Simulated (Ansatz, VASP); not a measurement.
**HgTe in VASP and in Ansatz**

File INCAR:

```
PREC = Accurate ; ENCUT = 520
EDIFF = 1E-6 ; ISMEAR = -1
SIGMA = 0.1 ; LREAL = F
LASPH = T ; NELM = 100
ALGO = Normal ; ISIF = 2
LWAVE = F ; LCHARG = F
GGA = PE ; NBANDS = 16
```

Contents of KPOINTS:

```
Automatic mesh
0
Gamma
  12 12 12
```

POSCAR

```
HgTe
1.0
    0.0000000000      2.6475691194      2.6475691194
    2.6475691194      0.0000000000      2.6475691194
    2.6475691194      2.6475691194      0.0000000000
Hg Te
1 1
Direct
    0.0000000000      0.0000000000      0.0000000000
    0.5000000000      0.5000000000      0.5000000000
```

Input for Ansatz:

```yaml
crystal:
  lattice:
    - [0.0, 2.6475691194, 2.6475691194]
    - [2.6475691194, 0.0, 2.6475691194]
    - [2.6475691194, 2.6475691194, 0.0]
  atoms:
    - { symbol: Hg, position: [0.0, 0.0, 0.0] }
    - { symbol: Te, position: [0.5, 0.5, 0.5] }
kpoints:
  mp_grid: { grid: [12, 12, 12] }
scf:
  occupations: { method: fermi_dirac, width: 0.1 }
hamiltonian:
  xc: pbe
  pseudopotentials: { kind: paw }
output:
  forces: true
  stress: true
  eigenvalues: true
  populations: true
```

Change from the starting cell: volume scaled by 0.64, PAW files.

Alike in both runs: task single point; functional PBE; k mesh 12 × 12 × 12; occupations fermi-dirac, width 0.1 eV; no spin polarisation.

```csv
,VASP,Ansatz
version,VASP 6.6.1,Ansatz 0.2.0
potentials or method,"VASP PAW PBE potentials, release 64 (Hg, Te)","PAW with Ansatz's default frozen-core files, scalar-relativistic"
plane-wave cutoff (eV),520,420
valence electrons in the cell,18,36
```

```csv
,VASP,Ansatz,Ansatz less VASP
pressure (GPa),68.6,67.4,-1.22
```

Both programs put the cell under a high pressure, so it lies far from rest at this level. VASP's potentials hold 18 valence electrons a cell and Ansatz's 36, so a difference there can come from the potentials and not from the codes.

Neither program's run includes spin-orbit coupling. Noted on VASP's run: the cell as given lies far from equilibrium.
